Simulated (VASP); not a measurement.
Crystal: CdSe.

```
Cd Se
1.0
     0.00000    3.07027    3.07027
     3.07027    0.00000    3.07027
     3.07027    3.07027    0.00000
Cd Se
1 1
Cartesian
  0.0000 0.0000 0.0000
  1.5351 1.5351 1.5351
```

```yaml
Program: VASP 6.6.1
Task: relaxation of cell and atoms
Functional: PBEsol
Potentials_or_basis: VASP PAW PBE potentials, release 64 (Cd, Se)
Cutoff: 600 eV
k_mesh: 8 × 8 × 8
Occupations: fermi-dirac, width 0.05 eV
Spin: no spin polarisation
```

At the start: pressure -1.2 GPa; volume 28.94 Å³/atom.

Question: Where does the relaxation end?

Answer: Over 3 steps the energy falls by 2.5 meV/atom and the volume is 28.27 Å³/atom (-2.3 %); space group F-43m (No. 216, to 0.05 Å).

Step by step:
| step | energy change (eV) | largest force (eV/Å) | pressure (GPa) | volume (Å³) |
| --- | --- | --- | --- | --- |
| 1 | 0.0000 | 0.0000 | -1.15 | 57.88 |
| 2 | -0.0045 | 0.0000 | 0.37 | 56.15 |
| 3 | -0.0049 | 0.0000 | 0.00 | 56.54 |

Final structure:
```cif
data_structure
_symmetry_space_group_name_H-M 'P 1'
_symmetry_Int_Tables_number 1
_cell_length_a 4.3083
_cell_length_b 4.3083
_cell_length_c 4.3083
_cell_angle_alpha 60.000
_cell_angle_beta 60.000
_cell_angle_gamma 60.000
_cell_volume 56.54
loop_
_atom_site_label
_atom_site_type_symbol
_atom_site_fract_x
_atom_site_fract_y
_atom_site_fract_z
_atom_site_occupancy
Cd1 Cd 0.00000 0.00000 0.00000 1
Se1 Se 0.25000 0.25000 0.25000 1
```

Caveat: the PAW data sets were made with another functional, which shifts forces and pressure a little.
